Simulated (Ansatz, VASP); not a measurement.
## One calculation of BiIr, two programs

INCAR

```
PREC = Accurate ; ENCUT = 600
EDIFF = 1E-6 ; ISMEAR = -1
SIGMA = 0.05 ; LREAL = False
LASPH = True ; NELM = 100
ALGO = Normal ; ISIF = 3
LWAVE = False ; LCHARG = False
GGA = PE ; IBRION = 2
NSW = 100 ; EDIFFG = -0.005
```

Contents of KPOINTS:

```
Automatic mesh
0
Gamma
  9 9 5
```

POSCAR

```
BiIr
1.0
    4.5558582445      0.0000000000      0.0000000000
   -2.2779291223      3.9454889758      0.0000000000
    0.0000000000      0.0000000000      7.4260489385
Ir Bi
2 2
Direct
    0.3333333333      0.6666666667      0.0000000000
    0.6666666667      0.3333333333      0.5000000000
    0.3333333333      0.6666666667      0.3760000000
    0.6666666667      0.3333333333      0.8760000000
```

Input for Ansatz:

```yaml
crystal:
  lattice:
    - [4.5558582445, 0.0, 0.0]
    - [-2.2779291223, 3.9454889758, 0.0]
    - [0.0, 0.0, 7.4260489385]
  atoms:
    - { symbol: Ir, position: [0.3333333333, 0.6666666667, 0.0] }
    - { symbol: Ir, position: [0.6666666667, 0.3333333333, 0.5] }
    - { symbol: Bi, position: [0.3333333333, 0.6666666667, 0.376] }
    - { symbol: Bi, position: [0.6666666667, 0.3333333333, 0.876] }
kpoints:
  mp_grid: { grid: [9, 9, 5] }
scf:
  occupations: { method: fermi_dirac, width: 0.05 }
hamiltonian:
  xc: pbe
  pseudopotentials: { kind: paw }
output:
  forces: true
  stress: true
relax:
  f_tol: 0.005
  max_steps: 80
  cell: {}
```

Alike in both runs: task relaxation of cell and atoms; functional PBE; k mesh 9 × 9 × 5; occupations fermi-dirac, width 0.05 eV; no spin polarisation.

|  | VASP | Ansatz |
| --- | --- | --- |
| version | VASP 6.6.1 | Ansatz 0.2.0 |
| potentials or method | VASP PAW PBE potentials, release 64 (Ir, Bi_d) | PAW with Ansatz's default frozen-core files, scalar-relativistic |
| plane-wave cutoff (eV) | 600 | 420 |
| valence electrons in the cell | 48 | 64 |

|  | VASP | Ansatz | Ansatz less VASP |
| --- | --- | --- | --- |
| relaxed volume (Å³/atom) | 28.64 | 28.62 | -0.020 |
| relaxed cell length with the largest relative difference (Å) | 7.564 | 7.555 | -0.0092 |

VASP's potentials hold 48 valence electrons a cell and Ansatz's 64, so a difference there can come from the potentials and not from the codes.

Spin-orbit coupling is off throughout.
